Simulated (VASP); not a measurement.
Pb: relaxation of cell and atoms with PBE

Crystal: Pb.

```
Pb
1.0
     0.00000    3.18831    5.06011
     2.23645    0.00000    5.06011
     2.23645    3.18831    0.00000
Pb
2
Direct
  0.08710 0.08710 0.91290
  0.91290 0.91290 0.08710
```

```json
{
  "Program": "VASP 6.6.1",
  "Task": "relaxation of cell and atoms",
  "Functional": "PBE",
  "Potentials or basis": "VASP PAW PBE potentials, release 64 (Pb_d)",
  "Cutoff": "600 eV",
  "k mesh": "6 × 6 × 6",
  "Occupations": "gaussian, width 0.1 eV",
  "Spin": "no spin polarisation",
  "Dipole correction": "no",
  "Further INCAR settings": "ALGO = Normal; EDIFF = 1e-06; IBRION = 2; EDIFFG = -0.04; NSW = 90; ISIF = 3"
}
```

```json
{"Relaxed volume": "34.63 Å³/atom", "Relaxed cell": "a = 6.513 Å, b = 6.429 Å, c = 3.403 Å, α = 76.13°, β = 73.39°, γ = 30.48°", "Space group after relaxing (to 0.1 Å)": "Fmmm (No. 69)", "Pressure after relaxing": "0.0 GPa", "Largest force after relaxing": "0.019 eV/Å", "Band gap on the k mesh": "zero (bands 14 and 15 overlap by 4.79 eV)"}
```

Forces on the atoms (eV/Å):
```
Pb   0.000  0.000  0.019
Pb   0.000  0.000 -0.019
```

Stress tensor (GPa, compression positive):
```
-0.16  0.00  0.00
 0.00  0.18  0.00
 0.00  0.00 -0.05
```

Final structure:
```
Pb
1.0
     0.00000    2.51713    6.00740
     2.28983    0.00000    6.00740
     2.28983    2.51713    0.00000
Pb
2
Direct
  0.35862 0.35862 0.64138
  0.64138 0.64138 0.35862
```

Levels at points of the mesh, in eV from the Fermi level:
| k point | band 12 | band 13 | band 14 | band 15 | band 16 | band 17 |
| --- | --- | --- | --- | --- | --- | --- |
| (0.00, 0.00, 0.00) | -8.14 | -3.61 | 3.85 | 4.31 | 5.29 | 5.45 |
| (0.50, 0.00, 0.00) | -7.83 | -3.13 | -3.04 | 0.89 | 2.65 | 5.75 |
| (0.50, 0.50, 0.00) | -9.53 | 0.07 | 0.80 | 3.22 | 3.68 | 6.53 |
| (0.50, 0.00, 0.50) | -5.61 | -2.85 | -1.34 | 0.02 | 0.25 | 0.36 |
| (0.00, 0.50, 0.50) | -6.23 | -2.25 | -1.93 | -0.94 | 0.94 | 1.20 |

Wall time 33 min on 1 thread of AMD EPYC 9R45 96-Core Processor (Zen 5), with other jobs on the host, peak memory 0.29 GiB.

Caveat: a cell axis changed by over 15 % at a fixed basis, so the end point is rough; spin-orbit coupling is left out, which moves the levels of the heavy elements.
